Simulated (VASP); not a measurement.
# Na (Pm-3n) in VASP: single point with BLYP

Aim: the single point of Na with BLYP.

Everything below comes from runs of VASP 6.6.1. Logs are shortened: lines on timing, memory, paths and dates and some standing lists are left out, and cuts for length are marked.

### Step 1. The cell of the first run

Symmetry: Pm-3n, No. 223, cubic system. Conventional cell: a = 6.707 Å, b = 6.707 Å, c = 6.707 Å, α = 90.00°, β = 90.00°, γ = 90.00°. Within 4.9 Å of Na (site symmetry m-3) lie 12 Na at 3.75 Å. Na (site symmetry -4m2) has 14 Na at 3.35 to 4.11 Å within 4.4 Å.

### Step 2. Single point, BLYP

Contents of INCAR:

```
PREC     = Accurate       # precision mode
ENCUT    = 520            # plane-wave cutoff, eV
EDIFF    = 1E-6           # SCF threshold, eV
ISMEAR   = -1             # smearing method
SIGMA    = 0.1            # smearing width, eV
LREAL    = F              # projectors in reciprocal space
LASPH    = T              # aspherical terms in the spheres
NELM     = 80             # most SCF steps
ALGO     = Normal         # electronic algorithm
ISIF     = 2              # what is computed and relaxed
LWAVE    = F              # write WAVECAR
LCHARG   = F              # write CHGCAR
GGA      = B5             # functional
ALDAX    = 1.0          
AGGAX    = 1.0          
AGGAC    = 1.0          
ALDAC    = 0.0          
NBANDS   = 38             # bands
```

Contents of KPOINTS:

```
regular mesh
0
Gamma
  5 5 5
```

Contents of POSCAR:

```
Na
1.0
    6.7067694446      0.0000000000      0.0000000000
    0.0000000000      6.7067694446      0.0000000000
    0.0000000000      0.0000000000      6.7067694446
Na
8
Direct
    0.0000000000      0.0000000000      0.0000000000
    0.5000000000      0.5000000000      0.5000000000
    0.2500000000      0.0000000000      0.5000000000
    0.7500000000      0.0000000000      0.5000000000
    0.5000000000      0.2500000000      0.0000000000
    0.5000000000      0.7500000000      0.0000000000
    0.0000000000      0.5000000000      0.2500000000
    0.0000000000      0.5000000000      0.7500000000
```

Potentials or basis: VASP PAW PBE potentials, release 64 (Na_pv).

Command:

```console
$ cat potpaw_PBE.64/Na_pv/POTCAR > POTCAR
$ mpirun -np 1 vasp_std > vasp.out
```

OUTCAR:

```text
PREC = Accurate
   ENCUT = 520
   EDIFF = 1E-6
   ISMEAR = -1
   LREAL = F
   LASPH = T
   NELM = 80
   ISIF = 2
   GGA = B5

 ion  position               nearest neighbor table
   1  0.000  0.000  0.000-
   2  0.500  0.500  0.500-
   3  0.250  0.000  0.500-
   4  0.750  0.000  0.500-
   5  0.500  0.250  0.000-
   6  0.500  0.750  0.000-
   7  0.000  0.500  0.250-
   8  0.000  0.500  0.750-

  LATTYP: Found a simple cubic cell.
 ALAT       =     6.7067694446

  Lattice vectors:

 A1 = (   6.7067694446,   0.0000000000,   0.0000000000)
 A2 = (   0.0000000000,   6.7067694446,   0.0000000000)
 A3 = (   0.0000000000,   0.0000000000,   6.7067694446)

Analysis of symmetry for initial positions (statically):
=====================================================================
 Subroutine PRICEL returns:
 Original cell was already a primitive cell.

 Routine SETGRP: Setting up the symmetry group for a
 simple cubic supercell.

 Subroutine GETGRP returns: Found 48 space group operations
 (whereof 24 operations were pure point group operations)
 out of a pool of 48 trial point group operations.

The static configuration has the point symmetry T_h .
 The point group associated with its full space group is O_h .

Analysis of symmetry for dynamics (positions and initial velocities):
=====================================================================
 Subroutine PRICEL returns:
 Original cell was already a primitive cell.

 Routine SETGRP: Setting up the symmetry group for a
 simple cubic supercell.

 Subroutine GETGRP returns: Found 48 space group operations
 (whereof 24 operations were pure point group operations)
 out of a pool of 48 trial point group operations.

The dynamic configuration has the point symmetry T_h .
 The point group associated with its full space group is O_h .

 Subroutine INISYM returns: Found 48 space group operations
 (whereof 24 operations are pure point group operations),
 and found     1 'primitive' translations

----------------------------------------------------------------------------------------

                                     Primitive cell

  volume of cell :     301.6756

  direct lattice vectors                    reciprocal lattice vectors
     6.706769445  0.000000000  0.000000000     0.149103083  0.000000000  0.000000000
     0.000000000  6.706769445  0.000000000     0.000000000  0.149103083  0.000000000
     0.000000000  0.000000000  6.706769445     0.000000000  0.000000000  0.149103083

  length of vectors
     6.706769445  6.706769445  6.706769445     0.149103083  0.149103083  0.149103083

  position of ions in fractional coordinates (direct lattice)
     0.000000000  0.000000000  0.000000000
     0.500000000  0.500000000  0.500000000
     0.250000000  0.000000000  0.500000000
     0.750000000  0.000000000  0.500000000
     0.500000000  0.250000000  0.000000000
     0.500000000  0.750000000  0.000000000
     0.000000000  0.500000000  0.250000000
     0.000000000  0.500000000  0.750000000

  ion indices of the primitive-cell ions
   primitive index   ion index
                 1           1
                 2           2
                 3           3
                 4           4
                 5           5
                 6           6
                 7           7
                 8           8

----------------------------------------------------------------------------------------

 KPOINTS: regular mesh

Automatic generation of k-mesh.
 Grid dimensions read from file:
 generate k-points for:    5    5    5

 Generating k-lattice:

  Cartesian coordinates                     Fractional coordinates (reciprocal lattice)
     0.029820617  0.000000000  0.000000000     0.200000000  0.000000000  0.000000000
     0.000000000  0.029820617  0.000000000     0.000000000  0.200000000  0.000000000
     0.000000000  0.000000000  0.029820617     0.000000000  0.000000000  0.200000000

  Length of vectors
     0.029820617  0.029820617  0.029820617

  Shift w.r.t. Gamma in fractional coordinates (k-lattice)
     0.000000000  0.000000000  0.000000000

 Subroutine IBZKPT returns following result:
 ===========================================

 Found     10 irreducible k-points:

 Following reciprocal coordinates:
            Coordinates               Weight
  0.000000  0.000000  0.000000      1.000000
  0.200000  0.000000  0.000000      6.000000
  0.400000  0.000000  0.000000      6.000000
  0.200000  0.200000  0.000000     12.000000
  0.400000  0.200000  0.000000     24.000000
  0.400000  0.400000  0.000000     12.000000
  0.200000  0.200000  0.200000      8.000000
  0.400000  0.200000  0.200000     24.000000
  0.400000  0.400000  0.200000     24.000000
  0.400000  0.400000  0.400000      8.000000
   k-points           NKPTS =     10   k-points in BZ     NKDIM =     10   number of bands    NBANDS=     38
   number of dos      NEDOS =    301   number of ions     NIONS =      8
   total plane-waves  NPLWV = 125000
   dimension x,y,z NGX =    50 NGY =   50 NGZ =   50
   dimension x,y,z NGXF=   100 NGYF=  100 NGZF=  100
   ions per type =               8
   NGX,Y,Z   is equivalent  to a cutoff of  12.39, 12.39, 12.39 a.u.
   NGXF,Y,Z  is equivalent  to a cutoff of  24.79, 24.79, 24.79 a.u.
 SYSTEM =  unknown system
   PREC   = accura    normal or accurate (medium, high low for compatibility)
   ISTART =      0    job   : 0-new  1-cont  2-samecut
   ICHARG =      2    charge: 1-file 2-atom 10-const
   ISPIN  =      1    spin polarized calculation?
   LNONCOLLINEAR =      F non collinear calculations
   LSORBIT =      F    spin-orbit coupling
   LASPH  =      T    aspherical Exc in radial PAW
   ENCUT  =  520.0 eV  38.22 Ry    6.18 a.u.  12.47 12.47 12.47*2*pi/ulx,y,z
   NELM   =     80;   NELMIN=  2; NELMDL= -5     # of ELM steps
   EDIFF  = 0.1E-05   stopping-criterion for ELM
   LREAL  =      F    real-space projection
   EDIFFG = 0.1E-04   stopping-criterion for IOM
   NSW    =      0    number of steps for IOM
   IBRION =     -1    ionic relax: 0-MD 1-quasi-New 2-CG
   NFREE  =      0    steps in history (QN), initial steepest desc. (CG)
   ISIF   =      2    stress and relaxation
   ISYM   =      2    0-nonsym 1-usesym 2-fastsym
   POTIM  = 0.5000    time-step for ionic-motion
   TEBEG  =    0.0;   TEEND  =   0.0 temperature during run
   PSTRESS=    0.0 pullay stress
   NELECT =      56.0000    total number of electrons
   NUPDOWN=      -1.0000    fix difference up-down
   EMIN   =  10.00;   EMAX   =-10.00  energy-range for DOS
   EFERMI =   0.00;   METHOD = LEGACY
   ISMEAR =    -1;   SIGMA  =   0.10  broadening in eV -4-tet -1-fermi 0-gaus
   EFERMI_NEDOS =   21; number of points for ismear=-14 and -15
   IALGO  =     38    algorithm
   IMIX   =      4    mixing-type and parameters
     AMIX     =   0.40;   BMIX     =  1.00
     AMIX_MAG =   1.60;   BMIX_MAG =  1.00
  volume/ion in A,a.u.               =      37.71       254.48
  Fermi-wavevector in a.u.,A,eV,Ry     =   0.933879  1.764776 11.866059  0.872131
  Thomas-Fermi vector in A             =   2.060627
   LORBIT       =      0    0 simple, 1 ext, 2 COOP (PROOUT), +10 PAW based schemes
   GGA     = B5    functional components
   LHFCALC =     F    Hartree Fock is set to
   AEXX    =    0.0000 exact exchange contribution
   IVDW    =     0    specifies the selected vdW correction
   LEPSILON=     F    determine dielectric tensor
   LRPA    =     F    only Hartree local field effects (RPA)
 non-spin polarized calculation
  energy-cutoff  :      520.00
  volume of cell :      301.68
 maximum number of plane-waves:      8217
 NGX is ok and might be reduce to    50
   NGX = 25   NGY = 25   NGZ = 25

 number of electron      55.9999801 magnetization

 Free energy of the ion-electron system (eV)
  ---------------------------------------------------
  ext. energy  EPLUGINS =         0.00000000
  ---------------------------------------------------
  free energy    TOTEN  =        -7.44776616 eV

  energy without entropy =       -7.32195465  energy(sigma->0) =       -7.38486041

 E-fermi :   0.7544     XC(G=0):  -6.0771

 val. band max:        0.6728580059   @ k =   0.4000   0.4000   0.2000
 cond. band min:       0.7736798618   @ k =   0.0000   0.0000   0.0000
 fundamental gap:      0.1008218559
 Fermi energy:         0.7543619820

 k-point     1 :       0.0000    0.0000    0.0000
  band No.  band energies     occupation
      1     -24.6754      2.00000
      2     -24.6754      2.00000
      3     -24.6718      2.00000
      4     -24.6413      2.00000
      5     -24.6413      2.00000
      6     -24.6413      2.00000
[... 30 lines left out ...]
     37       3.9822      0.00000
     38       3.9822      0.00000

 k-point     2 :       0.2000    0.0000    0.0000
  band No.  band energies     occupation
      1     -24.6754      2.00000
      2     -24.6740      2.00000
      3     -24.6686      2.00000
      4     -24.6410      2.00000
      5     -24.6410      2.00000
      6     -24.6392      2.00000
[... 30 lines left out ...]
     37       4.1404      0.00000
     38       4.1405      0.00000

 k-point     3 :       0.4000    0.0000    0.0000
  band No.  band energies     occupation
      1     -24.6752      2.00000
      2     -24.6745      2.00000
      3     -24.6556      2.00000
      4     -24.6405      2.00000
      5     -24.6405      2.00000
      6     -24.6392      2.00000
[... 30 lines left out ...]
     37       4.4499      0.00000
[... 207 lines left out ...]
 k-point     9 :       0.4000    0.4000    0.2000
  band No.  band energies     occupation
      1     -24.6704      2.00000
      2     -24.6571      2.00000
      3     -24.6561      2.00000
      4     -24.6407      2.00000
      5     -24.6403      2.00000
      6     -24.6361      2.00000
[... 30 lines left out ...]
     37       4.5400      0.00000
     38       4.6858      0.00000

 k-point    10 :       0.4000    0.4000    0.4000
  band No.  band energies     occupation
      1     -24.6572      2.00000
      2     -24.6572      2.00000
      3     -24.6567      2.00000
      4     -24.6411      2.00000
      5     -24.6411      2.00000
      6     -24.6407      2.00000
[... 30 lines left out ...]
     37       5.3164      0.00000
     38       5.3493      0.00000

------------------------ aborting loop because EDIFF is reached ----------------------------------------

  FORCE on cell =-STRESS in cart. coord.  units (eV):
  Direction    XX          YY          ZZ          XY          YZ          ZX
  --------------------------------------------------------------------------------------
  -------------------------------------------------------------------------------------
  Total        0.0329593      0.0329593      0.0329593      0.0000000      0.0000000     -0.0000000
  in kB        0.1750444      0.1750444      0.1750444      0.0000000      0.0000000     -0.0000000
  external PRESSURE =       0.1750444 kB  Pullay stress =       0.0000000 kB

 VOLUME and BASIS-vectors are now :
 -----------------------------------------------------------------------------
  energy-cutoff  :      520.00
  volume of cell :      301.68
      direct lattice vectors                 reciprocal lattice vectors
     6.706769445  0.000000000  0.000000000     0.149103083  0.000000000  0.000000000
     0.000000000  6.706769445  0.000000000     0.000000000  0.149103083  0.000000000
     0.000000000  0.000000000  6.706769445     0.000000000  0.000000000  0.149103083

 POSITION                                       TOTAL-FORCE (eV/Angst)
 -----------------------------------------------------------------------------------
      0.00000      0.00000      0.00000         0.000000     -0.000000      0.000000
      3.35338      3.35338      3.35338         0.000000     -0.000000      0.000000
      1.67669      0.00000      3.35338        -0.000000      0.000000     -0.000000
      5.03008      0.00000      3.35338         0.000000     -0.000000      0.000000
      3.35338      1.67669      0.00000         0.000000     -0.000000      0.000000
      3.35338      5.03008      0.00000        -0.000000      0.000000     -0.000000
      0.00000      3.35338      1.67669        -0.000000     -0.000000      0.000000
      0.00000      3.35338      5.03008        -0.000000      0.000000     -0.000000
 -----------------------------------------------------------------------------------
    total drift:                                0.000000     -0.000000     -0.000000

  FREE ENERGIE OF THE ION-ELECTRON SYSTEM (eV)
  ---------------------------------------------------
  free  energy   TOTEN  =        -7.4477661640 eV

  energy  without entropy=       -7.3219546481  energy(sigma->0) =       -7.38486041
```

Wall time 89 s (1 thread of Intel Xeon Platinum 8375C at 2.90GHz (Ice Lake), shared host); peak memory 0.35 GiB.

What came out:

* Free energy: -7.4478 eV
* Pressure: 0.0 GPa
* Band gap on the k mesh: zero (band 28 reaches 1.30 eV, above the bottom of band 29 at 0.41 eV)

Caveat: the PAW data sets were made with another functional, which shifts forces and pressure a little.
